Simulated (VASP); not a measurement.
# NaCu12 in VASP: notebook, part 2 of 2

VASP 6.6.1. Earlier steps stand in the parts before.

**4. Single point, PBE**

File INCAR:

```
SYSTEM = NaCu12
ALGO     = Normal         ! electronic algorithm
DIPOL    = 0.5 0.5 0.320
EDIFF    = 1E-7           ! SCF threshold, eV
ENCUT    = 520            ! plane-wave cutoff, eV
GGA      = PE             ! functional
IDIPOL   = 3            
ISIF     = 2              ! what is computed and relaxed
ISMEAR   = 0              ! smearing method
LASPH    = .True.         ! aspherical terms in the spheres
LCHARG   = .True.         ! write CHGCAR
LDIPOL   = .True.       
LELF     = .True.         ! ELF
LREAL    = .False.        ! projectors in reciprocal space
LVACPOTAV= .True.       
LVHAR    = .True.       
LWAVE    = .False.        ! write WAVECAR
NBANDS   = 82             ! bands
NELM     = 80             ! most SCF steps
PREC     = Accurate       ! precision mode
SIGMA    = 0.1            ! smearing width, eV
```

File KPOINTS:

```
k-points
0
Gamma
  5 5 1
  0 0 0
```

File POSCAR:

```
NaCu12
1.0
    5.1319544654      0.0000000000      0.0000000000
    0.0000000000      5.1319544654      0.0000000000
    0.0000000000      0.0000000000     19.0279314150
Cu Na
12 1
Direct
    0.2500000000      0.2500000000      0.2102172807
    0.2500000000      0.7500000000      0.2102172807
    0.7500000000      0.2500000000      0.2102172807
    0.7500000000      0.7500000000      0.2102172807
    0.0000000000      0.0000000000      0.3029241254
    0.0000000000      0.5000000000      0.3029241254
    0.5000000000      0.0000000000      0.3029241254
    0.5000000000      0.5000000000      0.3029241254
    0.2500000000      0.2500000000      0.3956253179
    0.2500000000      0.7500000000      0.3956253179
    0.7500000000      0.2500000000      0.3956253179
    0.7500000000      0.7500000000      0.3956253179
    0.3333333333      0.3333333333      0.5275029584
```

Potentials or basis: VASP PAW PBE potentials, release 64 (Cu, Na_pv).

The run is started by

```
$ cat potpaw_PBE.64/Cu/POTCAR potpaw_PBE.64/Na_pv/POTCAR > POTCAR
$ mpirun -np 1 vasp_std > vasp.out
```

OUTCAR:

```text
SYSTEM = NaCu12
   EDIFF = 1E-7
   ENCUT = 520
   GGA = PE
   ISIF = 2
   ISMEAR = 0
   LASPH = .True.
   LREAL = .False.
   NELM = 80
   PREC = Accurate

 ion  position               nearest neighbor table
   1  0.250  0.250  0.210-   5 2.53   6 2.53   7 2.53   8 2.53   2 2.57   3 2.57   2 2.57   3 2.57

   2  0.250  0.750  0.210-   5 2.53   6 2.53   7 2.53   8 2.53   1 2.57   4 2.57   1 2.57   4 2.57

   3  0.750  0.250  0.210-   5 2.53   6 2.53   7 2.53   8 2.53   1 2.57   4 2.57   4 2.57   1 2.57
[... 15 lines left out ...]
  11  0.750  0.250  0.396-   5 2.53   6 2.53   7 2.53   8 2.53   9 2.57  12 2.57  12 2.57   9 2.57

  12  0.750  0.750  0.396-   5 2.53   6 2.53   7 2.53   8 2.53  10 2.57  11 2.57  11 2.57  10 2.57
[... 975 lines left out ...]
     5.131954465  0.000000000  0.000000000     0.194857536  0.000000000  0.000000000
     0.000000000  5.131954465  0.000000000     0.000000000  0.194857536  0.000000000
     0.000000000  0.000000000 19.027931415     0.000000000  0.000000000  0.052554320

 POSITION                                       TOTAL-FORCE (eV/Angst)
 -----------------------------------------------------------------------------------
      1.28299      1.28299      4.00000         0.003598      0.003598     -0.022378
      1.28299      3.84897      4.00000         0.004268     -0.003894     -0.032584
      3.84897      1.28299      4.00000        -0.003894      0.004268     -0.032584
      3.84897      3.84897      4.00000        -0.004557     -0.004557     -0.046175
      0.00000      0.00000      5.76402        -0.005248     -0.005248     -0.077630
      0.00000      2.56598      5.76402        -0.005668      0.004633     -0.091713
      2.56598      0.00000      5.76402         0.004633     -0.005668     -0.091713
      2.56598      2.56598      5.76402         0.005571      0.005571     -0.102531
      1.28299      1.28299      7.52793        -0.089329     -0.089329     -0.393358
      1.28299      3.84897      7.52793         0.016922     -0.005301      0.309406
      3.84897      1.28299      7.52793        -0.005301      0.016922      0.309406
      3.84897      3.84897      7.52793        -0.023642     -0.023642      0.259535
      1.71065      1.71065     10.03729         0.102647      0.102647      0.012320
 -----------------------------------------------------------------------------------
    total drift:                                0.000732      0.000732     -0.004793

  FREE ENERGIE OF THE ION-ELECTRON SYSTEM (eV)
  ---------------------------------------------------
  free  energy   TOTEN  =       -41.6776707001 eV

  energy  without entropy=      -41.6491749282  energy(sigma->0) =      -41.66342281

 vacuum level on the upper side and lower side of the slab         1.837         4.504
```

OSZICAR:

```text
N       E                     dE             d eps       ncg     rms          rms(c)
DAV:   1     0.124610477011E+04    0.12461E+04   -0.58381E+04  1476   0.194E+03
DAV:   2     0.865412166260E+02   -0.11596E+04   -0.11303E+04  1476   0.438E+02
DAV:   3    -0.444747824186E+02   -0.13102E+03   -0.12372E+03  1526   0.204E+02
[... 22 lines left out ...]
DAV:  26    -0.416776559039E+02   -0.23666E-04   -0.33971E-06  1934   0.286E-02    0.689E-03
DAV:  27    -0.416776664410E+02   -0.10537E-04   -0.22607E-06  2318   0.246E-02    0.447E-03
DAV:  28    -0.416776692028E+02   -0.27617E-05   -0.13131E-06  1926   0.146E-02    0.187E-03
DAV:  29    -0.416776703587E+02   -0.11559E-05   -0.70951E-07  1462   0.103E-02    0.727E-04
DAV:  30    -0.416776706877E+02   -0.32900E-06   -0.33837E-07  1114   0.867E-03    0.104E-03
DAV:  31    -0.416776707001E+02   -0.12442E-07   -0.12356E-07   942   0.582E-03
   1 F= -.41677671E+02 E0= -.41663423E+02  d E =-.284958E-01
```

stdout:

```text
POSCAR found type information on POSCAR CuNa
 POSCAR found :  2 types and      13 ions
 scaLAPACK will be used
 LDA part: xc-table for (Slater+PW92), standard interpolation
 POSCAR, INCAR and KPOINTS ok, starting setup
 FFT: planning ... GRIDC
 FFT: planning ... GRID_SOFT
 FFT: planning ... GRID
 WAVECAR not read
 entering main loop
 -----------------------------------------------------------------------------
|                                                                             |
|           W    W    AA    RRRRR   N    N  II  N    N   GGGG   !!!           |
|           W    W   A  A   R    R  NN   N  II  NN   N  G    G  !!!           |
|           W    W  A    A  R    R  N N  N  II  N N  N  G       !!!           |
|           W WW W  AAAAAA  RRRRR   N  N N  II  N  N N  G  GGG   !            |
|           WW  WW  A    A  R   R   N   NN  II  N   NN  G    G                |
|           W    W  A    A  R    R  N    N  II  N    N   GGGG   !!!           |
|                                                                             |
|     Did not find any points to average over, which means that no vacuum     |
|     field-free region was found. Please increase the size of  your cell     |
|     in the dimension of the dipole correction to obtain accurate            |
|     workfunction values.                                                    |
|                                                                             |
 -----------------------------------------------------------------------------
```

It took 11 min on 1 thread of AMD EPYC 9R45 (Zen 5), shared host; peak memory 0.63 GiB.

What came out:

```
Free energy            : -41.6777 eV
Largest force          : 0.413 eV/Å
Band gap on the k mesh : zero (an odd number of electrons rules out a gap without spin polarisation)
```

Forces on the atoms (eV/Å):
```
Cu   0.004  0.004 -0.022
Cu   0.004 -0.004 -0.033
Cu  -0.004  0.004 -0.033
Cu  -0.005 -0.005 -0.046
Cu  -0.005 -0.005 -0.078
Cu  -0.006  0.005 -0.092
Cu   0.005 -0.006 -0.092
Cu   0.006  0.006 -0.103
Cu  -0.089 -0.089 -0.393
Cu   0.017 -0.005  0.309
Cu  -0.005  0.017  0.309
Cu  -0.024 -0.024  0.260
Na   0.103  0.103  0.012
```

Levels at points of the mesh, in eV from the Fermi level:
```tsv
k point	band 68	band 69	band 70	band 71	band 72	band 73
(0.00, 0.00, 0.00)	-0.22	-0.18	-0.17	-0.06	-0.06	0.09
```

**5. Single point, PBE**

File INCAR:

```
SYSTEM = NaCu12
  ALGO = Normal
  DIPOL = 0.5 0.5 0.320
  EDIFF = 1E-6
  ENCUT = 520
  GGA = PE
  IDIPOL = 3
  ISIF = 2
  ISMEAR = 0
  LASPH = .TRUE.
  LCHARG = .FALSE.
  LDIPOL = .TRUE.
  LREAL = .FALSE.
  LWAVE = .FALSE.
  NBANDS = 82
  NELM = 80
  PREC = Accurate
  SIGMA = 0.1
```

File KPOINTS:

```
k-points
0
G
  5 5 1
  0 0 0
```

Changes to POSCAR since step 4:

```diff
@@ -20,2 +20,2 @@
     0.7500000000      0.7500000000      0.3956253179
-    0.3333333333      0.3333333333      0.5275029584
+    0.4166666667      0.4166666667      0.5202233268
```

The run is started by

```
$ cat potpaw_PBE.64/Cu/POTCAR potpaw_PBE.64/Na_pv/POTCAR > POTCAR
$ mpirun -np 1 vasp_std > vasp.out
```

It took 20 min on 1 thread of Oxide Virtual Turin-like, shared host; peak memory 0.63 GiB.

It converged, with:

- Free energy: -41.7847 eV
- Largest force: 0.275 eV/Å
- Band gap on the k mesh: zero (an odd number of electrons rules out a gap without spin polarisation)

Forces on the atoms (eV/Å):
```
Cu   0.005  0.005 -0.026
Cu   0.006 -0.006 -0.033
Cu  -0.006  0.006 -0.033
Cu  -0.006 -0.006 -0.040
Cu  -0.005 -0.005 -0.079
Cu  -0.004  0.004 -0.099
Cu   0.004 -0.004 -0.099
Cu   0.004  0.004 -0.112
Cu  -0.128 -0.128 -0.189
Cu   0.003  0.025  0.213
Cu   0.025  0.003  0.213
Cu  -0.029 -0.029  0.272
Na   0.129  0.129  0.011
```

Levels at points of the mesh, in eV from the Fermi level:
| k point | band 67 | band 68 | band 69 | band 70 | band 71 | band 72 | band 73 | band 74 |
| --- | --- | --- | --- | --- | --- | --- | --- | --- |
| (0.00, 0.00, 0.00) | -0.23 | -0.23 | -0.21 | -0.16 | -0.06 | -0.06 | 0.19 | 1.27 |

**6. Summary**

```tsv
task	cell	gap on the mesh (eV)	largest force (eV/Å)
relaxation of the atoms	atoms relaxed, atomic positions A	none	-
relaxation of the atoms	atoms relaxed, atomic positions B	none	-
single point	as given, atomic positions B	none	0.41
single point	as given, atomic positions C	none	0.28
```

Alike in all rows: level PBE; potentials or basis VASP PAW PBE potentials, release 64 (Cu, Na_pv); no spin polarisation; k mesh 5 × 5 × 1; cutoff (eV) 520; smearing gaussian 0.1 eV.

Caveats: the relaxation stopped at its first step, so nothing moved (at least some runs).

Absolute energies hang on the potentials; compare differences alone.
